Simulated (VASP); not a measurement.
# Ta (P6/mmm) in VASP: notebook

Ta is run at these levels: PBE; tasks: relaxation of shape and atoms at fixed volume, single point.

All numbers are computed with VASP 6.6.1; they aren't measurements. Logs are shortened: lines on timing, memory, paths and dates and some standing lists are left out, and cuts for length are marked.

### 1 The cell of the first run

Symmetry: P6/mmm, No. 191, hexagonal system. Conventional cell: a = 2.684 Å, b = 2.684 Å, c = 2.536 Å, α = 90.00°, β = 90.00°, γ = 120.00°. Within 3.3 Å of Ta (site symmetry 6/mmm) lie 8 Ta at 2.54 to 2.68 Å.

### 2 Relaxation of shape and atoms at fixed volume, PBE

INCAR

```
  ALGO = Normal
  EDIFF = 1E-7
  EDIFFG = -0.005
  ENCUT = 600
  GGA = PE
  IBRION = 2
  ISIF = 4
  ISMEAR = -1
  LASPH = T
  LCHARG = F
  LREAL = F
  LWAVE = F
  NELM = 60
  NSW = 50
  PREC = Accurate
  SIGMA = 0.05
```

KPOINTS

```
k-points
0
Gamma
  17 17 16
```

POSCAR

```
Ta
1.0
    2.6838129833      0.0000000000      0.0000000000
   -1.3419064916      2.3242502226      0.0000000000
    0.0000000000      0.0000000000      2.5360411390
Ta
1
Direct
    0.0000000000      0.0000000000      0.0000000000
```

Potentials or basis: VASP PAW PBE potentials, release 64 (Ta_pv).

The run is started by

```bash
cat potpaw_PBE.64/Ta_pv/POTCAR > POTCAR
mpirun -np 1 vasp_std > vasp.out
```

OUTCAR:

```text
EDIFF = 1E-7
   EDIFFG = -0.005
   ENCUT = 600
   GGA = PE
   IBRION = 2
   ISIF = 4
   ISMEAR = -1
   LASPH = T
   LREAL = F
   NELM = 60
   NSW = 50
   PREC = Accurate

 ion  position               nearest neighbor table
   1  0.000  0.000  0.000-

  LATTYP: Found a hexagonal cell.
 ALAT       =     2.6838129833
 C/A-ratio  =     0.9449395896

  Lattice vectors:

 A1 = (   2.6838129833,   0.0000000000,   0.0000000000)
 A2 = (  -1.3419064916,   2.3242502226,   0.0000000000)
 A3 = (   0.0000000000,   0.0000000000,   2.5360411390)

Analysis of symmetry for initial positions (statically):
=====================================================================
 Subroutine PRICEL returns:
 Original cell was already a primitive cell.

 Routine SETGRP: Setting up the symmetry group for a
 hexagonal supercell.

 Subroutine GETGRP returns: Found 24 space group operations
 (whereof 24 operations were pure point group operations)
 out of a pool of 24 trial point group operations.

The static configuration has the point symmetry D_6h.

Analysis of symmetry for dynamics (positions and initial velocities):
=====================================================================
 Subroutine PRICEL returns:
 Original cell was already a primitive cell.

 Routine SETGRP: Setting up the symmetry group for a
 hexagonal supercell.

 Subroutine GETGRP returns: Found 24 space group operations
 (whereof 24 operations were pure point group operations)
 out of a pool of 24 trial point group operations.

The dynamic configuration has the point symmetry D_6h.

 Subroutine INISYM returns: Found 24 space group operations
 (whereof 24 operations are pure point group operations),
 and found     1 'primitive' translations

----------------------------------------------------------------------------------------

                                     Primitive cell

  volume of cell :      15.8195

  direct lattice vectors                    reciprocal lattice vectors
     2.683812983  0.000000000  0.000000000     0.372604204  0.215123137  0.000000000
    -1.341906492  2.324250223  0.000000000     0.000000000  0.430246275  0.000000000
     0.000000000  0.000000000  2.536041139     0.000000000  0.000000000  0.394315370

  length of vectors
     2.683812983  2.683812983  2.536041139     0.430246275  0.430246275  0.394315370

  position of ions in fractional coordinates (direct lattice)
     0.000000000  0.000000000  0.000000000

  ion indices of the primitive-cell ions
   primitive index   ion index
                 1           1

----------------------------------------------------------------------------------------

 KPOINTS: k-points

Automatic generation of k-mesh.
 Grid dimensions read from file:
 generate k-points for:   17   17   16

 Generating k-lattice:

  Cartesian coordinates                     Fractional coordinates (reciprocal lattice)
     0.021917894  0.012654302  0.000000000     0.058823529 -0.000000000  0.000000000
     0.000000000  0.025308604  0.000000000     0.000000000  0.058823529  0.000000000
     0.000000000  0.000000000  0.024644711     0.000000000  0.000000000  0.062500000

  Length of vectors
     0.025308604  0.025308604  0.024644711

  Shift w.r.t. Gamma in fractional coordinates (k-lattice)
     0.000000000  0.000000000  0.000000000

 Subroutine IBZKPT returns following result:
 ===========================================

 Found    297 irreducible k-points:

 Following reciprocal coordinates:
            Coordinates               Weight
  0.000000  0.000000  0.000000      1.000000
  0.058824  0.000000  0.000000      6.000000
  0.117647  0.000000  0.000000      6.000000
  0.176471  0.000000  0.000000      6.000000
  0.235294  0.000000  0.000000      6.000000
  0.294118  0.000000  0.000000      6.000000
[... 16 lines left out ...]
  0.411765  0.117647  0.000000     12.000000
  0.176471  0.176471  0.000000      6.000000
 [... further k-points ...]
   k-points           NKPTS =    297   k-points in BZ     NKDIM =    297   number of bands    NBANDS=      9
   number of dos      NEDOS =    301   number of ions     NIONS =      1
   total plane-waves  NPLWV =  11520
   dimension x,y,z NGX =    24 NGY =   24 NGZ =   20
   dimension x,y,z NGXF=    48 NGYF=   48 NGZF=   40
   ions per type =               1
   NGX,Y,Z   is equivalent  to a cutoff of  14.87, 14.87, 13.11 a.u.
   NGXF,Y,Z  is equivalent  to a cutoff of  29.73, 29.73, 26.22 a.u.
 SYSTEM =  unknown system
   PREC   = accura    normal or accurate (medium, high low for compatibility)
   ISTART =      0    job   : 0-new  1-cont  2-samecut
   ICHARG =      2    charge: 1-file 2-atom 10-const
   ISPIN  =      1    spin polarized calculation?
   LNONCOLLINEAR =      F non collinear calculations
   LSORBIT =      F    spin-orbit coupling
   LASPH  =      T    aspherical Exc in radial PAW
   ENCUT  =  600.0 eV  44.10 Ry    6.64 a.u.   5.36  5.36  5.07*2*pi/ulx,y,z
   NELM   =     60;   NELMIN=  2; NELMDL= -5     # of ELM steps
   EDIFF  = 0.1E-06   stopping-criterion for ELM
   LREAL  =      F    real-space projection
   EDIFFG = -.5E-02   stopping-criterion for IOM
   NSW    =     50    number of steps for IOM
   IBRION =      2    ionic relax: 0-MD 1-quasi-New 2-CG
   NFREE  =      1    steps in history (QN), initial steepest desc. (CG)
   ISIF   =      4    stress and relaxation
   ISYM   =      2    0-nonsym 1-usesym 2-fastsym
   POTIM  = 0.5000    time-step for ionic-motion
   TEBEG  =    0.0;   TEEND  =   0.0 temperature during run
   PSTRESS=    0.0 pullay stress
   NELECT =      11.0000    total number of electrons
   NUPDOWN=      -1.0000    fix difference up-down
   EMIN   =  10.00;   EMAX   =-10.00  energy-range for DOS
   EFERMI =   0.00;   METHOD = LEGACY
   ISMEAR =    -1;   SIGMA  =   0.05  broadening in eV -4-tet -1-fermi 0-gaus
   EFERMI_NEDOS =   21; number of points for ismear=-14 and -15
   IALGO  =     38    algorithm
   IMIX   =      4    mixing-type and parameters
     AMIX     =   0.40;   BMIX     =  1.00
     AMIX_MAG =   1.60;   BMIX_MAG =  1.00
  volume/ion in A,a.u.               =      15.82       106.75
  Fermi-wavevector in a.u.,A,eV,Ry     =   1.450358  2.740779 28.620381  2.103539
  Thomas-Fermi vector in A             =   2.567979
   LORBIT       =      0    0 simple, 1 ext, 2 COOP (PROOUT), +10 PAW based schemes
   GGA     = PE    functional components
   LHFCALC =     F    Hartree Fock is set to
   AEXX    =    0.0000 exact exchange contribution
   IVDW    =     0    specifies the selected vdW correction
   LEPSILON=     F    determine dielectric tensor
   LRPA    =     F    only Hartree local field effects (RPA)
 conjugate gradient relaxation of ions
 non-spin polarized calculation
  energy-cutoff  :      600.00
  volume of cell :       15.82
 maximum number of plane-waves:       550
 NGX is ok and might be reduce to    24

--------------------------------------- Ionic step        1  -------------------------------------------

 number of electron      11.0000001 magnetization

 Free energy of the ion-electron system (eV)
  ---------------------------------------------------
  ext. energy  EPLUGINS =         0.00000000
  ---------------------------------------------------
  free energy    TOTEN  =       -10.55382775 eV

  energy without entropy =      -10.54598717  energy(sigma->0) =      -10.54990746

------------------------ aborting loop because EDIFF is reached ----------------------------------------

  FORCE on cell =-STRESS in cart. coord.  units (eV):
  Direction    XX          YY          ZZ          XY          YZ          ZX
  --------------------------------------------------------------------------------------
  -------------------------------------------------------------------------------------
  Total        5.4433367      5.4433367      5.5709955      0.0000000      0.0000000      0.0000000
  in kB      551.2953863    551.2953864    564.2245308      0.0000000      0.0000000      0.0000000
  external PRESSURE =     555.6051012 kB  Pullay stress =       0.0000000 kB
[... 125 lines left out ...]
  energy  without entropy=      -10.5460190906  energy(sigma->0) =      -10.54995908

--------------------------------------- Ionic step        5  -------------------------------------------

 number of electron      11.0000001 magnetization

 Free energy of the ion-electron system (eV)
  ---------------------------------------------------
  ext. energy  EPLUGINS =         0.00000000
  ---------------------------------------------------
  free energy    TOTEN  =       -10.55389930 eV

  energy without entropy =      -10.54602039  energy(sigma->0) =      -10.54995985

 E-fermi :   7.1239     XC(G=0): -13.2309

 val. band max:        7.1116603058   @ k =   0.3529   0.1176   0.4375
 cond. band min:       7.1372304487   @ k =   0.2941   0.1176   0.1875
 fundamental gap:      0.0255701429
 Fermi energy:         7.1239275007

 k-point     1 :       0.0000    0.0000    0.0000
  band No.  band energies     occupation
      1     -25.9237      2.00000
      2     -25.9237      2.00000
      3     -25.9090      2.00000
      4      -1.6513      2.00000
      5       3.1314      2.00000
      6       7.4087      0.00670
      7       7.4087      0.00670
      8      14.9197      0.00000
      9      14.9197      0.00000
[... 265 lines left out ...]
 k-point    24 :       0.1765    0.1765    0.0000
  band No.  band energies     occupation
      1     -27.2882      2.00000
      2     -26.4040      2.00000
      3     -25.7388      2.00000
      4       1.7770      2.00000
      5       4.7540      2.00000
      6       4.9027      2.00000
      7      11.1655      0.00000
      8      11.9767      0.00000
      9      13.6500      0.00000

 [... further k-points ...]
[... 5 lines left out ...]
  --------------------------------------------------------------------------------------
  -------------------------------------------------------------------------------------
  Total        5.4859334      5.4859334      5.4820075      0.0000000      0.0000000      0.0000000
  in kB      555.6095311    555.6095311    555.2119198      0.0000000      0.0000000      0.0000000
  external PRESSURE =     555.4769940 kB  Pullay stress =       0.0000000 kB
[... 16 lines left out ...]
  FREE ENERGIE OF THE ION-ELECTRON SYSTEM (eV)
  ---------------------------------------------------
  free  energy   TOTEN  =       -10.5538992968 eV

  energy  without entropy=      -10.5460203935  energy(sigma->0) =      -10.54995985

 reached required accuracy - stopping structural energy minimisation
```

Wall time 31 s (1 thread of Intel Xeon 6975P-C (Granite Rapids), shared host); peak memory 0.18 GiB.

What came out:

```
Free energy               : -10.5539 eV
Energy gained by relaxing : 0.1 meV/atom
Ionic steps               : 5
Pressure after relaxing   : 55.5 GPa
```

Final structure:
```
Ta
1.0
     2.68226    0.00000    0.00000
    -1.34113    2.32290    0.00000
     0.00000    0.00000    2.53898
Ta
1
Direct
  0.00000 0.00000 0.00000
```

Levels at points of the mesh, in eV from the Fermi level:
| k point | band 3 | band 4 | band 5 | band 6 | band 7 | band 8 |
| --- | --- | --- | --- | --- | --- | --- |
| (0.00, 0.00, 0.00) | -33.03 | -8.78 | -3.99 | 0.28 | 0.28 | 7.80 |
| (0.00, 0.00, 0.50) | -32.83 | -4.85 | -0.17 | 1.45 | 1.45 | 2.95 |

Caveat: spin-orbit coupling is left out, which moves the levels of the heavy elements.

### 3 Single point, PBE

This run uses another cell than the first one, of 7.91 Å³/atom, 0.500 times its volume.

INCAR

```
PREC     = Accurate       # precision mode
ENCUT    = 520            # plane-wave cutoff, eV
EDIFF    = 1E-6           # SCF threshold, eV
ISMEAR   = -1             # smearing method
SIGMA    = 0.05           # smearing width, eV
LREAL    = False          # projectors in reciprocal space
LASPH    = True           # aspherical terms in the spheres
NELM     = 80             # most SCF steps
ALGO     = Normal         # electronic algorithm
ISIF     = 2              # what is computed and relaxed
LWAVE    = False          # write WAVECAR
LCHARG   = False          # write CHGCAR
GGA      = PE             # functional
NBANDS   = 12             # bands
```

KPOINTS

```
regular mesh
0
Gamma
  17 17 16
```

POSCAR

```
Ta
1.0
    2.1318712434      0.0000000000      0.0000000000
   -1.0659356217      1.8462546544      0.0000000000
    0.0000000000      0.0000000000      2.0095964493
Ta
1
Direct
    0.0000000000      0.0000000000      0.0000000000
```

Potentials or basis: VASP PAW PBE potentials, release 64 (Ta_pv).

The run is started by

```bash
cat potpaw_PBE.64/Ta_pv/POTCAR > POTCAR
mpirun -np 1 vasp_std > vasp.out
```

Wall time 23 s (1 thread of AMD EPYC 7R43 (Zen 3), shared host); peak memory 0.1 GiB.

The run converged, but its numbers aren't listed here, since they failed a check.

Caveat: spin-orbit coupling is left out, which moves the levels of the heavy elements.

### 4 Single point, PBE

INCAR

```
SYSTEM = Ta
PREC = Accurate ; ENCUT = 520
EDIFF = 1E-6 ; ISMEAR = -1
SIGMA = 0.05 ; LREAL = .False.
LASPH = .True. ; NELM = 100
ALGO = Normal ; ISIF = 2
LWAVE = .False. ; LCHARG = .False.
GGA = PE ; NBANDS = 12
```

KPOINTS

```
Automatic mesh
0
Gamma
  17 17 16
  0 0 0
```

POSCAR is that of step 3.

The run is started by

```bash
cat potpaw_PBE.64/Ta_pv/POTCAR > POTCAR
mpirun -np 1 vasp_std > vasp.out
```

It took 28 s on 1 thread of AMD EPYC 7R43 (Zen 3), shared host; peak memory 0.1 GiB.

The run converged, but its numbers aren't listed here, since they failed a check.

Caveat: spin-orbit coupling is left out, which moves the levels of the heavy elements.

(Part 1 of 2 ends here.)
